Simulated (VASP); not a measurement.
# Au (Pm-3m) in VASP: notebook

Aim: see how the results for Au move with the level of theory and the settings. Levels: r2SCAN, PBEsol, RPBE, revPBE, BLYP. Tasks: single point, relaxation of cell and atoms.

Everything below comes from runs of VASP 6.6.1. Logs are shortened: lines on timing, memory, paths and dates and some standing lists are left out, and cuts for length are marked.

## (1) The cell of the first run

The structure is cubic, space group Pm-3m (No. 221). Conventional cell: a = 2.748 Å, b = 2.748 Å, c = 2.748 Å, α = 90.00°, β = 90.00°, γ = 90.00°. Au (site symmetry m-3m) has 6 Au at 2.75 Å within 3.6 Å.

## (2) Single point, r2SCAN

POSCAR

```
Au
1.0
    2.7484100000      0.0000000000      0.0000000000
    0.0000000000      2.7484100000      0.0000000000
    0.0000000000      0.0000000000      2.7484100000
Au
1
Direct
    0.5000000000      0.5000000000      0.5000000000
```

INCAR.step1

```
SYSTEM = Au
ALGO = Normal
EDIFF = 1E-4
ENCUT = 520
GGA = PE
ISMEAR = -1
LASPH = .True.
LCHARG = .False.
LREAL = .False.
LWAVE = .True.
NBANDS = 12
NELM = 80
PREC = Accurate
SIGMA = 0.05
```

INCAR.step2

```
SYSTEM = Au
ALGO = Normal
EDIFF = 1E-7
ENCUT = 520
ISIF = 2
ISMEAR = -1
ISTART = 1
LASPH = .True.
LCHARG = .True.
LELF = .True.
LMIXTAU = .True.
LREAL = .False.
LVHAR = .True.
LWAVE = .False.
METAGGA = R2SCAN
NBANDS = 12
NELM = 80
PREC = Accurate
SIGMA = 0.05
```

KPOINTS

```
k-points
0
Gamma
  10 10 10
  0 0 0
```

Potentials or basis: VASP PAW PBE potentials, release 64 (Au).

Started as:

```
> cat potpaw_PBE.64/Au/POTCAR > POTCAR
> cp INCAR.step1 INCAR
> mpirun -np 1 vasp_std > vasp.out
> cp INCAR.step2 INCAR
> mpirun -np 1 vasp_std > vasp.out
```

OUTCAR:

```text
SYSTEM = Au
   EDIFF = 1E-7
   ENCUT = 520
   ISIF = 2
   ISMEAR = -1
   ISTART = 1
   LASPH = .True.
   LREAL = .False.
   METAGGA = R2SCAN
   NELM = 80
   PREC = Accurate

 ion  position               nearest neighbor table
   1  0.500  0.500  0.500-

  LATTYP: Found a simple cubic cell.
 ALAT       =     2.7484100000

  Lattice vectors:

 A1 = (   2.7484100000,   0.0000000000,   0.0000000000)
 A2 = (   0.0000000000,   2.7484100000,   0.0000000000)
 A3 = (   0.0000000000,   0.0000000000,   2.7484100000)

Analysis of symmetry for initial positions (statically):
=====================================================================
 Subroutine PRICEL returns:
 Original cell was already a primitive cell.

 Routine SETGRP: Setting up the symmetry group for a
 simple cubic supercell.

 Subroutine GETGRP returns: Found 48 space group operations
 (whereof 48 operations were pure point group operations)
 out of a pool of 48 trial point group operations.

The static configuration has the point symmetry O_h .

Analysis of symmetry for dynamics (positions and initial velocities):
=====================================================================
 Subroutine PRICEL returns:
 Original cell was already a primitive cell.

 Routine SETGRP: Setting up the symmetry group for a
 simple cubic supercell.

 Subroutine GETGRP returns: Found 48 space group operations
 (whereof 48 operations were pure point group operations)
 out of a pool of 48 trial point group operations.

The dynamic configuration has the point symmetry O_h .

 Subroutine INISYM returns: Found 48 space group operations
 (whereof 48 operations are pure point group operations),
 and found     1 'primitive' translations

----------------------------------------------------------------------------------------

                                     Primitive cell

  volume of cell :      20.7608

  direct lattice vectors                    reciprocal lattice vectors
     2.748410000  0.000000000  0.000000000     0.363846733  0.000000000  0.000000000
     0.000000000  2.748410000  0.000000000     0.000000000  0.363846733  0.000000000
     0.000000000  0.000000000  2.748410000     0.000000000  0.000000000  0.363846733

  length of vectors
     2.748410000  2.748410000  2.748410000     0.363846733  0.363846733  0.363846733

  position of ions in fractional coordinates (direct lattice)
     0.500000000  0.500000000  0.500000000

  ion indices of the primitive-cell ions
   primitive index   ion index
                 1           1

----------------------------------------------------------------------------------------

 KPOINTS: k-points

Automatic generation of k-mesh.
 Grid dimensions read from file:
 generate k-points for:   10   10   10

 Generating k-lattice:

  Cartesian coordinates                     Fractional coordinates (reciprocal lattice)
     0.036384673  0.000000000  0.000000000     0.100000000  0.000000000  0.000000000
     0.000000000  0.036384673  0.000000000     0.000000000  0.100000000  0.000000000
     0.000000000  0.000000000  0.036384673     0.000000000  0.000000000  0.100000000

  Length of vectors
     0.036384673  0.036384673  0.036384673

  Shift w.r.t. Gamma in fractional coordinates (k-lattice)
     0.000000000  0.000000000  0.000000000

 Subroutine IBZKPT returns following result:
 ===========================================

 Found     56 irreducible k-points:

 Following reciprocal coordinates:
            Coordinates               Weight
  0.000000  0.000000  0.000000      1.000000
  0.100000  0.000000  0.000000      6.000000
  0.200000  0.000000  0.000000      6.000000
  0.300000  0.000000  0.000000      6.000000
  0.400000  0.000000  0.000000      6.000000
  0.500000  0.000000  0.000000      3.000000
[... 16 lines left out ...]
  0.200000  0.100000  0.100000     24.000000
  0.300000  0.100000  0.100000     24.000000
 [... further k-points ...]
   k-points           NKPTS =     56   k-points in BZ     NKDIM =     56   number of bands    NBANDS=     12
   number of dos      NEDOS =    301   number of ions     NIONS =      1
   total plane-waves  NPLWV =   8000
   dimension x,y,z NGX =    20 NGY =   20 NGZ =   20
   dimension x,y,z NGXF=    40 NGYF=   40 NGZF=   40
   ions per type =               1
   NGX,Y,Z   is equivalent  to a cutoff of  12.10, 12.10, 12.10 a.u.
   NGXF,Y,Z  is equivalent  to a cutoff of  24.20, 24.20, 24.20 a.u.
 SYSTEM =  Au
   PREC   = accura    normal or accurate (medium, high low for compatibility)
   ISTART =      1    job   : 0-new  1-cont  2-samecut
   ICHARG =      0    charge: 1-file 2-atom 10-const
   ISPIN  =      1    spin polarized calculation?
   LNONCOLLINEAR =      F non collinear calculations
   LSORBIT =      F    spin-orbit coupling
   LASPH  =      T    aspherical Exc in radial PAW
   ENCUT  =  520.0 eV  38.22 Ry    6.18 a.u.   5.11  5.11  5.11*2*pi/ulx,y,z
   NELM   =     80;   NELMIN=  2; NELMDL=  0     # of ELM steps
   EDIFF  = 0.1E-06   stopping-criterion for ELM
   LREAL  =      F    real-space projection
   EDIFFG = 0.1E-05   stopping-criterion for IOM
   NSW    =      0    number of steps for IOM
   IBRION =     -1    ionic relax: 0-MD 1-quasi-New 2-CG
   NFREE  =      0    steps in history (QN), initial steepest desc. (CG)
   ISIF   =      2    stress and relaxation
   ISYM   =      2    0-nonsym 1-usesym 2-fastsym
   POTIM  = 0.5000    time-step for ionic-motion
   TEBEG  =    0.0;   TEEND  =   0.0 temperature during run
   PSTRESS=    0.0 pullay stress
   NELECT =      11.0000    total number of electrons
   NUPDOWN=      -1.0000    fix difference up-down
   EMIN   =  10.00;   EMAX   =-10.00  energy-range for DOS
   EFERMI =   0.00;   METHOD = LEGACY
   ISMEAR =    -1;   SIGMA  =   0.05  broadening in eV -4-tet -1-fermi 0-gaus
   EFERMI_NEDOS =   21; number of points for ismear=-14 and -15
   IALGO  =     38    algorithm
   IMIX   =      4    mixing-type and parameters
     AMIX     =   0.40;   BMIX     =  1.00
     AMIX_MAG =   1.60;   BMIX_MAG =  1.00
  volume/ion in A,a.u.               =      20.76       140.10
  Fermi-wavevector in a.u.,A,eV,Ry     =   1.324720  2.503358 23.876646  1.754884
  Thomas-Fermi vector in A             =   2.454234
   LORBIT       =      0    0 simple, 1 ext, 2 COOP (PROOUT), +10 PAW based schemes
   METAGGA = R2SCAN    functional components
   LHFCALC =     F    Hartree Fock is set to
   AEXX    =    0.0000 exact exchange contribution
   IVDW    =     0    specifies the selected vdW correction
   LEPSILON=     F    determine dielectric tensor
   LRPA    =     F    only Hartree local field effects (RPA)
 non-spin polarized calculation
  energy-cutoff  :      520.00
  volume of cell :       20.76
 maximum number of plane-waves:       587
   NGX = 11   NGY = 11   NGZ = 11

 number of electron      10.9999996 magnetization

 Free energy of the ion-electron system (eV)
  ---------------------------------------------------
  ext. energy  EPLUGINS =         0.00000000
  ---------------------------------------------------
  free energy    TOTEN  =       -50.39736089 eV

  energy without entropy =      -50.39421724  energy(sigma->0) =      -50.39578907

 E-fermi :   6.1406     XC(G=0): -12.1650

 val. band max:        6.0525441842   @ k =   0.4000   0.3000   0.0000
 cond. band min:       6.1887456684   @ k =   0.4000   0.2000   0.2000
 fundamental gap:      0.1362014842
 Fermi energy:         6.1406490337

 k-point     1 :       0.0000    0.0000    0.0000
  band No.  band energies     occupation
      1      -1.8069      2.00000
      2       0.2357      2.00000
      3       0.2357      2.00000
      4       4.4847      2.00000
      5       4.4847      2.00000
      6       4.4847      2.00000
      7      20.5313      0.00000
      8      20.5313      0.00000
      9      20.5313      0.00000
     10      25.4942      0.00000
     11      28.0714      0.00000
     12      28.0714      0.00000

 k-point     2 :       0.1000    0.0000    0.0000
  band No.  band energies     occupation
      1      -1.5626      2.00000
      2       0.2722      2.00000
      3       0.4373      2.00000
      4       4.3254      2.00000
      5       4.3254      2.00000
      6       4.4977      2.00000
      7      18.7166      0.00000
      8      20.9340      0.00000
      9      20.9340      0.00000
     10      26.3110      0.00000
     11      27.3390      0.00000
     12      29.3823      0.00000

 k-point     3 :       0.2000    0.0000    0.0000
  band No.  band energies     occupation
      1      -0.9680      2.00000
      2       0.3692      2.00000
      3       1.1250      2.00000
      4       3.9317      2.00000
      5       3.9317      2.00000
      6       4.5318      2.00000
      7      15.7062      0.00000
      8      22.0296      0.00000
      9      22.0296      0.00000
     10      25.8878      0.00000
     11      26.5775      0.00000
     12      32.9155      0.00000
[... 286 lines left out ...]
 k-point    23 :       0.2000    0.1000    0.1000
  band No.  band energies     occupation
      1      -0.4435      2.00000
      2       0.6783      2.00000
      3       1.2292      2.00000
      4       3.7736      2.00000
      5       3.7884      2.00000
      6       4.2208      2.00000
      7      16.3500      0.00000
      8      20.0815      0.00000
      9      20.6906      0.00000
     10      27.1746      0.00000
     11      29.3101      0.00000
     12      31.2865      0.00000

 k-point    24 :       0.3000    0.1000    0.1000
  band No.  band energies     occupation
      1       0.1534      2.00000
      2       0.8042      2.00000
      3       2.3086      2.00000
      4       3.2973      2.00000
      5       3.6367      2.00000
      6       4.2732      2.00000
      7      13.3226      0.00000
      8      21.2257      0.00000
      9      21.9327      0.00000
     10      25.9216      0.00000
     11      28.4740      0.00000
     12      31.1899      0.00000

 [... further k-points ...]

------------------------ aborting loop because EDIFF is reached ----------------------------------------

  FORCE on cell =-STRESS in cart. coord.  units (eV):
  Direction    XX          YY          ZZ          XY          YZ          ZX
  --------------------------------------------------------------------------------------
  -------------------------------------------------------------------------------------
  Total       -0.3943484     -0.3943484     -0.3943484      0.0000000      0.0000000      0.0000000
  in kB      -30.4330968    -30.4330968    -30.4330968      0.0000000      0.0000000      0.0000000
  external PRESSURE =     -30.4330968 kB  Pullay stress =       0.0000000 kB

 VOLUME and BASIS-vectors are now :
 -----------------------------------------------------------------------------
  energy-cutoff  :      520.00
  volume of cell :       20.76
      direct lattice vectors                 reciprocal lattice vectors
     2.748410000  0.000000000  0.000000000     0.363846733  0.000000000  0.000000000
     0.000000000  2.748410000  0.000000000     0.000000000  0.363846733  0.000000000
     0.000000000  0.000000000  2.748410000     0.000000000  0.000000000  0.363846733

 POSITION                                       TOTAL-FORCE (eV/Angst)
 -----------------------------------------------------------------------------------
      1.37420      1.37420      1.37420         0.000000      0.000000      0.000000
 -----------------------------------------------------------------------------------
    total drift:                               -0.000000      0.000000     -0.000000

  FREE ENERGIE OF THE ION-ELECTRON SYSTEM (eV)
  ---------------------------------------------------
  free  energy   TOTEN  =       -50.3973608947 eV

  energy  without entropy=      -50.3942172377  energy(sigma->0) =      -50.39578907
```

Wall time 27 s (1 thread of Intel Xeon 6975P-C, shared host); peak memory 0.14 GiB.

What came out:

| Quantity | Value |
| --- | --- |
| Free energy | -50.3974 eV |
| Pressure | -3.0 GPa |

Levels at points of the mesh, in eV from the Fermi level:
```tsv
k point	band 3	band 4	band 5	band 6	band 7	band 8
(0.00, 0.00, 0.00)	-5.90	-1.66	-1.66	-1.66	14.39	14.39
(0.50, 0.00, 0.00)	-3.11	-3.11	-1.52	-0.29	2.06	17.15
(0.50, 0.50, 0.00)	-2.86	-2.86	-0.42	4.07	4.07	6.58
(0.50, 0.50, 0.50)	-5.16	-0.33	-0.33	8.73	8.73	8.73
```

Caveat: the PAW data sets were made with another functional, which shifts forces and pressure a little; spin-orbit coupling is left out, which moves the levels of the heavy elements.

## (3) Single point, PBEsol, non-collinear spin, zero start, spin-orbit coupling

INCAR

```
PREC     = Accurate       # precision mode
ENCUT    = 520            # plane-wave cutoff, eV
EDIFF    = 1E-6           # SCF threshold, eV
ISMEAR   = -1             # smearing method
SIGMA    = 0.05           # smearing width, eV
LREAL    = False          # projectors in reciprocal space
LASPH    = True           # aspherical terms in the spheres
NELM     = 150            # most SCF steps
ALGO     = Normal         # electronic algorithm
ISIF     = 2              # what is computed and relaxed
LWAVE    = False          # write WAVECAR
LCHARG   = False          # write CHGCAR
MAGMOM   = 0 0 0          # initial moments
LORBIT   = 11             # projections on sites
LSORBIT  = True           # spin-orbit coupling
GGA_COMPAT= False        
LORBMOM  = True         
LMAXMIX  = 4              # l up to which the mixer works
GGA      = PS             # functional
NBANDS   = 22             # bands
```

KPOINTS

```
Automatic mesh
0
Gamma
  7 7 7
```

POSCAR is that of step 2.

Potentials or basis: VASP PAW PBE potentials, release 64 (Au).

Started as:

```
> cat potpaw_PBE.64/Au/POTCAR > POTCAR
> mpirun -np 1 vasp_ncl > vasp.out
```

It took 13 s on 1 thread of Intel Xeon 6975P-C, shared host; peak memory 0.16 GiB.

Results (log left out):

```
Free energy                                           : -3.8840 eV
Pressure                                              : -8.0 GPa
Net moment                                            : 0.00 μB per cell
Valence electrons inside the program's atomic spheres : Au 9.59
```

Moments on the atoms (μB; x, y, z):
```
Au  0.00 0.00 0.00
```

Caveat: the PAW data sets were made with another functional, which shifts forces and pressure a little.

(Continued in part 2 of 3.)
